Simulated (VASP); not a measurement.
# BN (F-43m) in VASP: a series of runs

Runs on BN. Level: PBE. Tasks: single point, relaxation of cell and atoms.

Program: VASP 6.6.1. These are calculated values, not measurements. Logs are shortened: lines on timing, memory, paths and dates and some standing lists are left out, and cuts for length are marked.

## Step 1: The cell of the first run

The structure is cubic, space group F-43m (No. 216). Conventional cell: a = 3.625 Å, b = 3.625 Å, c = 3.625 Å, α = 90.00°, β = 90.00°, γ = 90.00°. Within 2.1 Å of B (site symmetry -43m) lie 4 N at 1.57 Å. N (site symmetry -43m) has 4 B at 1.57 Å within 2.1 Å.

## Step 2: Single point, PBE

INCAR

```
SYSTEM = BN
ALGO = Normal ; EDIFF = 1E-6
ENCUT = 520 ; GGA = PE
ISIF = 2 ; ISMEAR = 0
ISYM = 0 ; LASPH = .TRUE.
LCHARG = .FALSE. ; LREAL = .FALSE.
LWAVE = .FALSE. ; NBANDS = 11
NELM = 60 ; PREC = Accurate
SIGMA = 0.02
```

KPOINTS

```
k-points
0
G
  12 12 12
  0 0 0
```

POSCAR

```
BN
1.0
    0.0000000000      1.8123485120      1.8123485120
    1.8123485120      0.0000000000      1.8123485120
    1.8123485120      1.8123485120      0.0000000000
B N
1 1
Direct
    0.0000000000      0.0000000000      0.0000000000
    0.7500000000      0.7500000000      0.7500000000
```

Potentials or basis: VASP PAW PBE potentials, release 64 (B, N).

Command:

```console
> cat potpaw_PBE.64/B/POTCAR potpaw_PBE.64/N/POTCAR > POTCAR
> mpirun -np 1 vasp_std > vasp.out
```

OUTCAR:

```text
SYSTEM = BN
   EDIFF = 1E-6
   ENCUT = 520
   GGA = PE
   ISIF = 2
   ISMEAR = 0
   ISYM = 0
   LASPH = .TRUE.
   LREAL = .FALSE.
   NELM = 60
   PREC = Accurate

 ion  position               nearest neighbor table
   1  0.000  0.000  0.000-   2 1.57   2 1.57   2 1.57   2 1.57
   2  0.750  0.750  0.750-   1 1.57   1 1.57   1 1.57   1 1.57

IMPORTANT INFORMATION: All symmetrisations will be switched off!
NOSYMM: (Re-)initialisation of all symmetry stuff for point group C_1.

----------------------------------------------------------------------------------------

                                     Primitive cell

  volume of cell :      11.9057

  direct lattice vectors                    reciprocal lattice vectors
     0.000000000  1.812348512  1.812348512    -0.275885127  0.275885127  0.275885127
     1.812348512  0.000000000  1.812348512     0.275885127 -0.275885127  0.275885127
     1.812348512  1.812348512  0.000000000     0.275885127  0.275885127 -0.275885127

  length of vectors
     2.563047845  2.563047845  2.563047845     0.477847058  0.477847058  0.477847058

  position of ions in fractional coordinates (direct lattice)
     0.000000000  0.000000000  0.000000000
     0.750000000  0.750000000  0.750000000

  ion indices of the primitive-cell ions
   primitive index   ion index
                 1           1
                 2           2

----------------------------------------------------------------------------------------

 KPOINTS: k-points

Automatic generation of k-mesh.
 Grid dimensions read from file:
 generate k-points for:   12   12   12

 Generating k-lattice:

  Cartesian coordinates                     Fractional coordinates (reciprocal lattice)
    -0.022990427  0.022990427  0.022990427     0.083333333  0.000000000  0.000000000
     0.022990427 -0.022990427  0.022990427     0.000000000  0.083333333  0.000000000
     0.022990427  0.022990427 -0.022990427     0.000000000  0.000000000  0.083333333

  Length of vectors
     0.039820588  0.039820588  0.039820588

  Shift w.r.t. Gamma in fractional coordinates (k-lattice)
     0.000000000  0.000000000  0.000000000

 Subroutine IBZKPT returns following result:
 ===========================================

 Found    868 irreducible k-points:

 Following reciprocal coordinates:
            Coordinates               Weight
  0.000000  0.000000  0.000000      1.000000
  0.083333  0.000000  0.000000      2.000000
  0.000000  0.083333  0.000000      2.000000
  0.000000  0.000000  0.083333      2.000000
[... 42 lines left out ...]
   NSW    =      0    number of steps for IOM
   IBRION =     -1    ionic relax: 0-MD 1-quasi-New 2-CG
   NFREE  =      0    steps in history (QN), initial steepest desc. (CG)
   ISIF   =      2    stress and relaxation
   ISYM   =      0    0-nonsym 1-usesym 2-fastsym
   POTIM  = 0.5000    time-step for ionic-motion
   TEBEG  =    0.0;   TEEND  =   0.0 temperature during run
   PSTRESS=    0.0 pullay stress
   NELECT =       8.0000    total number of electrons
   NUPDOWN=      -1.0000    fix difference up-down
   EMIN   =  10.00;   EMAX   =-10.00  energy-range for DOS
   EFERMI =   0.00;   METHOD = LEGACY
   ISMEAR =     0;   SIGMA  =   0.02  broadening in eV -4-tet -1-fermi 0-gaus
   EFERMI_NEDOS =   21; number of points for ismear=-14 and -15
   IALGO  =     38    algorithm
   IMIX   =      4    mixing-type and parameters
     AMIX     =   0.40;   BMIX     =  1.00
     AMIX_MAG =   1.60;   BMIX_MAG =  1.00
  volume/ion in A,a.u.               =       5.95        40.17
  Fermi-wavevector in a.u.,A,eV,Ry     =   1.433903  2.709684 27.974638  2.056078
  Thomas-Fermi vector in A             =   2.553370
   LORBIT       =      0    0 simple, 1 ext, 2 COOP (PROOUT), +10 PAW based schemes
   GGA     = PE    functional components
   LHFCALC =     F    Hartree Fock is set to
   AEXX    =    0.0000 exact exchange contribution
   IVDW    =     0    specifies the selected vdW correction
   LEPSILON=     F    determine dielectric tensor
   LRPA    =     F    only Hartree local field effects (RPA)
 non-spin polarized calculation
 Gauss-broadening in eV      SIGMA  =   0.02
  energy-cutoff  :      520.00
  volume of cell :       11.91
 maximum number of plane-waves:       332
   NGX =  9   NGY =  9   NGZ =  9

 number of electron       7.9999999 magnetization

 Free energy of the ion-electron system (eV)
  ---------------------------------------------------
  ext. energy  EPLUGINS =         0.00000000
  ---------------------------------------------------
  free energy    TOTEN  =       -17.45101275 eV

  energy without entropy =      -17.45101275  energy(sigma->0) =      -17.45101275

 E-fermi :   7.4061     XC(G=0): -12.7824

 val. band max:        7.3042550785   @ k =   0.0000   0.0000   0.0000
 cond. band min:      11.7550427068   @ k =   0.5000   0.5000   0.0000
 fundamental gap:      4.4507876283
 Fermi energy:         7.4061064909

 k-point     1 :       0.0000    0.0000    0.0000
  band No.  band energies     occupation
      1     -12.8353      2.00000
      2       7.3043      2.00000
      3       7.3043      2.00000
      4       7.3043      2.00000
      5      16.0859      0.00000
      6      16.0859      0.00000
      7      16.0859      0.00000
      8      17.5232      0.00000
      9      31.9058      0.00000
     10      34.9749      0.00000
     11      34.9749      0.00000
[... 309 lines left out ...]
 k-point    24 :       0.0000    0.0000    0.5000
  band No.  band energies     occupation
      1      -8.6565      2.00000
      2      -3.3122      2.00000
      3       5.3792      2.00000
      4       5.3792      2.00000
      5      17.3448      0.00000
      6      17.9657      0.00000
      7      17.9658      0.00000
      8      22.4788      0.00000
      9      30.6464      0.00000
     10      33.9273      0.00000
     11      34.0900      0.00000

 [... further k-points ...]
[... 5 lines left out ...]
  --------------------------------------------------------------------------------------
  -------------------------------------------------------------------------------------
  Total        0.0179307      0.0179307      0.0179308      0.0000004      0.0000003      0.0000003
  in kB        2.4129768      2.4129799      2.4129923      0.0000543      0.0000383      0.0000345
  external PRESSURE =       2.4129830 kB  Pullay stress =       0.0000000 kB

 VOLUME and BASIS-vectors are now :
 -----------------------------------------------------------------------------
  energy-cutoff  :      520.00
  volume of cell :       11.91
      direct lattice vectors                 reciprocal lattice vectors
     0.000000000  1.812348512  1.812348512    -0.275885127  0.275885127  0.275885127
     1.812348512  0.000000000  1.812348512     0.275885127 -0.275885127  0.275885127
     1.812348512  1.812348512  0.000000000     0.275885127  0.275885127 -0.275885127

 POSITION                                       TOTAL-FORCE (eV/Angst)
 -----------------------------------------------------------------------------------
      0.00000      0.00000      0.00000        -0.000000     -0.000000     -0.000000
      2.71852      2.71852      2.71852         0.000000      0.000000      0.000000
 -----------------------------------------------------------------------------------
    total drift:                                0.000000      0.000001      0.000001

  FREE ENERGIE OF THE ION-ELECTRON SYSTEM (eV)
  ---------------------------------------------------
  free  energy   TOTEN  =       -17.4510127536 eV

  energy  without entropy=      -17.4510127536  energy(sigma->0) =      -17.45101275
```

OSZICAR:

```text
N       E                     dE             d eps       ncg     rms          rms(c)
DAV:   1     0.104410519588E+02    0.10441E+02   -0.50111E+03 19763   0.726E+02
DAV:   2    -0.178898427596E+02   -0.28331E+02   -0.27511E+02 22974   0.165E+02
DAV:   3    -0.184031503782E+02   -0.51331E+00   -0.51250E+00 22456   0.190E+01
DAV:   4    -0.184037411853E+02   -0.59081E-03   -0.59080E-03 20335   0.726E-01
DAV:   5    -0.184037417322E+02   -0.54684E-06   -0.54684E-06 21967   0.218E-02    0.666E+00
DAV:   6    -0.175342546539E+02    0.86949E+00   -0.29480E+00 20242   0.988E+00    0.324E+00
DAV:   7    -0.174648339885E+02    0.69421E-01   -0.10049E-01 21340   0.262E+00    0.191E+00
DAV:   8    -0.174507485536E+02    0.14085E-01   -0.35221E-02 21009   0.136E+00    0.188E-01
DAV:   9    -0.174509189562E+02   -0.17040E-03   -0.98048E-04 19996   0.258E-01    0.828E-02
DAV:  10    -0.174510073096E+02   -0.88353E-04   -0.12338E-04 20874   0.948E-02    0.150E-02
DAV:  11    -0.174510127136E+02   -0.54040E-05   -0.94979E-06 21509   0.252E-02    0.106E-02
DAV:  12    -0.174510127536E+02   -0.39990E-07   -0.16008E-06 11924   0.871E-03
   1 F= -.17451013E+02 E0= -.17451013E+02  d E =-.106865E-15
```

stdout:

```text
POSCAR found type information on POSCAR B N
 POSCAR found :  2 types and       2 ions
 scaLAPACK will be used
 LDA part: xc-table for (Slater+PW92), standard interpolation
 POSCAR, INCAR and KPOINTS ok, starting setup
 FFT: planning ... GRIDC
 FFT: planning ... GRID_SOFT
 FFT: planning ... GRID
 WAVECAR not read
 entering main loop
```

It took 58 s on 1 thread of Intel Xeon Platinum 8488C (Sapphire Rapids), shared host; peak memory 0.21 GiB.

Results:

* Free energy: -17.4510 eV
* Pressure: 0.2 GPa
* Band gap on the k mesh: 4.45 eV, indirect (least direct gap 8.78 eV)

A k mesh can miss the band edges.

## Step 3: Single point, PBE

This run uses another cell than the first one, of 5.60 Å³/atom, 0.942 times its volume.

INCAR

```
PREC = Accurate
ENCUT = 520
EDIFF = 1E-6
ISMEAR = 0
SIGMA = 0.01
LREAL = False
LASPH = True
NELM = 60
ALGO = Normal
ISIF = 2
LWAVE = False
LCHARG = True
GGA = PE
LELF = True
LVHAR = True
NBANDS = 11
```

KPOINTS

```
regular mesh
0
Gamma
  12 12 12
```

POSCAR

```
BN
1.0
    0.0000000000      1.7763169951      1.7763169951
    1.7763169951      0.0000000000      1.7763169951
    1.7763169951      1.7763169951      0.0000000000
B N
1 1
Direct
    0.0000000000      0.0000000000      0.0000000000
    0.7500000000      0.7500000000      0.7500000000
```

Potentials or basis: VASP PAW PBE potentials, release 64 (B, N).

Command:

```console
> cat potpaw_PBE.64/B/POTCAR potpaw_PBE.64/N/POTCAR > POTCAR
> mpirun -np 1 vasp_std > vasp.out
```

OUTCAR:

```text
PREC = Accurate
   ENCUT = 520
   EDIFF = 1E-6
   ISMEAR = 0
   LREAL = False
   LASPH = True
   NELM = 60
   ISIF = 2
   GGA = PE

 ion  position               nearest neighbor table
   1  0.000  0.000  0.000-   2 1.54   2 1.54   2 1.54   2 1.54
   2  0.750  0.750  0.750-   1 1.54   1 1.54   1 1.54   1 1.54

  LATTYP: Found a face centered cubic cell.
 ALAT       =     3.5526339902

  Lattice vectors:

 A1 = (   0.0000000000,   1.7763169951,   1.7763169951)
 A2 = (   1.7763169951,   0.0000000000,   1.7763169951)
 A3 = (   1.7763169951,   1.7763169951,   0.0000000000)

Analysis of symmetry for initial positions (statically):
=====================================================================
 Subroutine PRICEL returns:
 Original cell was already a primitive cell.

 Routine SETGRP: Setting up the symmetry group for a
 face centered cubic supercell.

 Subroutine GETGRP returns: Found 24 space group operations
 (whereof 24 operations were pure point group operations)
 out of a pool of 48 trial point group operations.

The static configuration has the point symmetry T_d .

Analysis of symmetry for dynamics (positions and initial velocities):
=====================================================================
 Subroutine PRICEL returns:
 Original cell was already a primitive cell.

 Routine SETGRP: Setting up the symmetry group for a
 face centered cubic supercell.

 Subroutine GETGRP returns: Found 24 space group operations
 (whereof 24 operations were pure point group operations)
 out of a pool of 48 trial point group operations.

The dynamic configuration has the point symmetry T_d .

 Subroutine INISYM returns: Found 24 space group operations
 (whereof 24 operations are pure point group operations),
 and found     1 'primitive' translations

----------------------------------------------------------------------------------------

                                     Primitive cell
[... 112 lines left out ...]
  volume/ion in A,a.u.               =       5.60        37.82
  Fermi-wavevector in a.u.,A,eV,Ry     =   1.462989  2.764648 29.121045  2.140336
  Thomas-Fermi vector in A             =   2.579137
   LORBIT       =      0    0 simple, 1 ext, 2 COOP (PROOUT), +10 PAW based schemes
   GGA     = PE    functional components
   LHFCALC =     F    Hartree Fock is set to
   AEXX    =    0.0000 exact exchange contribution
   IVDW    =     0    specifies the selected vdW correction
   LEPSILON=     F    determine dielectric tensor
   LRPA    =     F    only Hartree local field effects (RPA)
 non-spin polarized calculation
 Gauss-broadening in eV      SIGMA  =   0.01
  energy-cutoff  :      520.00
  volume of cell :       11.21
 maximum number of plane-waves:       311
   NGX =  9   NGY =  9   NGZ =  9

 number of electron       7.9999998 magnetization

 Free energy of the ion-electron system (eV)
  ---------------------------------------------------
  ext. energy  EPLUGINS =         0.00000000
  ---------------------------------------------------
  free energy    TOTEN  =       -17.39655318 eV

  energy without entropy =      -17.39655318  energy(sigma->0) =      -17.39655318

 E-fermi :   8.1581     XC(G=0): -13.0818

 val. band max:        8.0597700639   @ k =   0.0000   0.0000   0.0000
 cond. band min:      12.5725117868   @ k =   0.5000   0.5000   0.0000
 fundamental gap:      4.5127417229
 Fermi energy:         8.1580872859

 k-point     1 :       0.0000    0.0000    0.0000
  band No.  band energies     occupation
      1     -12.7770      2.00000
      2       8.0598      2.00000
      3       8.0598      2.00000
      4       8.0598      2.00000
      5      17.1291      0.00000
      6      17.1291      0.00000
      7      17.1291      0.00000
      8      19.2720      0.00000
      9      33.8079      0.00000
     10      36.4731      0.00000
     11      36.4731      0.00000
[... 309 lines left out ...]
 k-point    24 :      -0.4167    0.1667    0.0000
  band No.  band energies     occupation
      1      -7.9261      2.00000
      2      -2.3953      2.00000
      3       3.7584      2.00000
      4       5.3541      2.00000
      5      17.6322      0.00000
      6      20.6984      0.00000
      7      20.9324      0.00000
      8      24.4414      0.00000
      9      29.7761      0.00000
     10      34.0684      0.00000
     11      35.8134      0.00000

 [... further k-points ...]
[... 5 lines left out ...]
  --------------------------------------------------------------------------------------
  -------------------------------------------------------------------------------------
  Total        1.7794764      1.7794764      1.7794764     -0.0000000     -0.0000000     -0.0000000
  in kB      254.3380953    254.3380953    254.3380953     -0.0000000     -0.0000000     -0.0000000
  external PRESSURE =     254.3380953 kB  Pullay stress =       0.0000000 kB

 VOLUME and BASIS-vectors are now :
 -----------------------------------------------------------------------------
  energy-cutoff  :      520.00
  volume of cell :       11.21
      direct lattice vectors                 reciprocal lattice vectors
     0.000000000  1.776316995  1.776316995    -0.281481290  0.281481290  0.281481290
     1.776316995  0.000000000  1.776316995     0.281481290 -0.281481290  0.281481290
     1.776316995  1.776316995  0.000000000     0.281481290  0.281481290 -0.281481290

 POSITION                                       TOTAL-FORCE (eV/Angst)
 -----------------------------------------------------------------------------------
      0.00000      0.00000      0.00000         0.000000      0.000000      0.000000
      2.66448      2.66448      2.66448        -0.000000     -0.000000     -0.000000
 -----------------------------------------------------------------------------------
    total drift:                               -0.000000     -0.000000     -0.000000

  FREE ENERGIE OF THE ION-ELECTRON SYSTEM (eV)
  ---------------------------------------------------
  free  energy   TOTEN  =       -17.3965531776 eV

  energy  without entropy=      -17.3965531776  energy(sigma->0) =      -17.39655318
```

OSZICAR:

```text
N       E                     dE             d eps       ncg     rms          rms(c)
DAV:   1     0.110286458730E+02    0.11029E+02   -0.51221E+03  1672   0.730E+02
DAV:   2    -0.179303752466E+02   -0.28959E+02   -0.28174E+02  1894   0.169E+02
DAV:   3    -0.184468371231E+02   -0.51646E+00   -0.51558E+00  1857   0.187E+01
DAV:   4    -0.184473685398E+02   -0.53142E-03   -0.53141E-03  1713   0.696E-01
DAV:   5    -0.184473689798E+02   -0.43997E-06   -0.43996E-06  1809   0.195E-02    0.701E+00
DAV:   6    -0.175019521143E+02    0.94542E+00   -0.28591E+00  1650   0.100E+01    0.346E+00
DAV:   7    -0.174120508692E+02    0.89901E-01   -0.13041E-01  1782   0.292E+00    0.200E+00
DAV:   8    -0.173962511894E+02    0.15800E-01   -0.37681E-02  1780   0.143E+00    0.222E-01
DAV:   9    -0.173964684288E+02   -0.21724E-03   -0.88283E-04  1671   0.262E-01    0.885E-02
DAV:  10    -0.173965484507E+02   -0.80022E-04   -0.11341E-04  1741   0.908E-02    0.157E-02
DAV:  11    -0.173965531536E+02   -0.47029E-05   -0.79252E-06  1812   0.234E-02    0.106E-02
DAV:  12    -0.173965531776E+02   -0.24084E-07   -0.13582E-06   948   0.817E-03
   1 F= -.17396553E+02 E0= -.17396553E+02  d E =-.102454E-46
```

It took 4.6 s on 1 thread of Intel Xeon 6975P-C (Granite Rapids), shared host; peak memory 0.12 GiB.

What came out:

* Free energy: -17.3966 eV
* Pressure: 25.4 GPa
* Band gap on the k mesh: 4.51 eV, indirect (least direct gap 9.07 eV)

A k mesh can miss the band edges. A hybrid or GW would open this gap; PBE tends to underestimate it.

## Step 4: Relaxation of cell and atoms, PBE, target pressure 25 GPa, at which the enthalpy is minimised

INCAR

```
ALGO = Normal ; EDIFF = 1E-7
EDIFFG = -0.001 ; ENCUT = 600
GGA = PE ; IBRION = 2
ISIF = 3 ; ISMEAR = 0
LASPH = True ; LCHARG = False
LREAL = False ; LWAVE = False
NELM = 60 ; NSW = 80
PREC = Accurate ; PSTRESS = 250.0
SIGMA = 0.01
```

KPOINTS

```
k-points
0
Gamma
  12 12 12
```

POSCAR

```
BN
1.0
    0.0000000000      1.8123386232      1.8123386232
    1.8123386232      0.0000000000      1.8123386232
    1.8123386232      1.8123386232      0.0000000000
B N
1 1
Direct
    0.0000000000      0.0000000000      0.0000000000
    0.7500000000      0.7500000000      0.7500000000
```

Command:

```console
> cat potpaw_PBE.64/B/POTCAR potpaw_PBE.64/N/POTCAR > POTCAR
> mpirun -np 1 vasp_std > vasp.out
```

It took 13 s on 1 thread of Intel Xeon 6975P-C (Granite Rapids), shared host; peak memory 0.12 GiB.

Results (log left out):

```yaml
Free_energy: -17.4031 eV
Relaxed_volume: 5.61 Å³/atom
Relaxed_cell: a = 2.512 Å, b = 2.512 Å, c = 2.512 Å, α = 60.00°, β = 60.00°, γ = 60.00°
Space_group_after_relaxing_to_0.05_Å: F-43m (No. 216)
Energy_change_on_relaxing_the_enthalpy_is_what_falls: +25.8 meV/atom
Ionic_steps: 6
Pressure_after_relaxing: 25.0 GPa
Band_gap_on_the_k_mesh: 4.51 eV, indirect (least direct gap 9.07 eV)
```

The path:
| step | energy change (eV) | largest force (eV/Å) | pressure (GPa) | volume (Å³) |
| --- | --- | --- | --- | --- |
| 1 | 0.0000 | 0.0000 | -0.04 | 11.91 |
| 2 | 0.2839 | 0.0000 | 66.18 | 10.37 |
| 3 | 0.0497 | 0.0000 | 24.50 | 11.22 |
| 4 | 0.0517 | 0.0000 | 25.05 | 11.21 |
| 5 | 0.0513 | 0.0000 | 24.95 | 11.21 |
| 6 | 0.0515 | 0.0000 | 24.99 | 11.21 |

Final structure:
```
B N
1.0
     0.00000    1.77643    1.77643
     1.77643    0.00000    1.77643
     1.77643    1.77643    0.00000
B N
1 1
Cartesian
  3.5529 3.5529 3.5529
  2.6646 2.6646 2.6646
```

Levels at points of the mesh, in eV from the valence-band top:
| k point | band 1 | band 2 | band 3 | band 4 | band 5 | band 6 | band 7 | band 8 |
| --- | --- | --- | --- | --- | --- | --- | --- | --- |
| (0.00, 0.00, 0.00) | -20.83 | 0.00 | 0.00 | 0.00 | 9.07 | 9.07 | 9.07 | 11.21 |
| (0.50, 0.00, 0.00) | -16.37 | -11.18 | -2.04 | -2.04 | 10.84 | 10.99 | 10.99 | 15.79 |
| (0.50, 0.50, 0.00) | -14.93 | -9.26 | -5.17 | -5.17 | 4.51 | 9.52 | 18.73 | 18.73 |

Caveat: the cell is relaxed towards a set pressure, so the enthalpy falls and the energy may rise. A k mesh can miss the band edges.

(Continued in part 2 of 2.)
